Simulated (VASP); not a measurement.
Input of a VASP 6.6.1 run:

Contents of INCAR:

```
PREC = Accurate
ENCUT = 520
EDIFF = 1E-6
ISMEAR = 0
SIGMA = 0.05
LREAL = False
LASPH = True
NELM = 100
ALGO = Normal
ISIF = 2
LWAVE = False
LCHARG = False
GGA = PS
NBANDS = 16
```

File KPOINTS:

```
Automatic mesh
0
Gamma
  9 9 6
```

Contents of POSCAR:

```
MgO
1.0
    3.4769000000      0.0000000000      0.0000000000
   -1.7384500000      3.0110837264      0.0000000000
    0.0000000000      0.0000000000      5.0193879762
Mg O
2 2
Direct
    0.3333333333      0.6666666667      0.0036583380
    0.6666666667      0.3333333333      0.5036583380
    0.3333333333      0.6666666667      0.4009416620
    0.6666666667      0.3333333333      0.9009416620
```

Potentials or basis: VASP PAW PBE potentials, release 64 (Mg, O).

The run is started by

```bash
$ cat potpaw_PBE.64/Mg/POTCAR potpaw_PBE.64/O/POTCAR > POTCAR
$ mpirun -np 1 vasp_std > vasp.out
```

Task: Estimate the largest force.

Result: 0.299 eV/Å.

Task: What does it give for the pressure?

Result: -10.5 GPa.

Forces in eV/Å, atoms in the order of the input:
```
Mg   0.000  0.000 -0.299
Mg   0.000  0.000 -0.299
O    0.000  0.000  0.299
O    0.000  0.000  0.299
```

Caveat: the PAW data sets were made with another functional, which shifts forces and pressure a little.
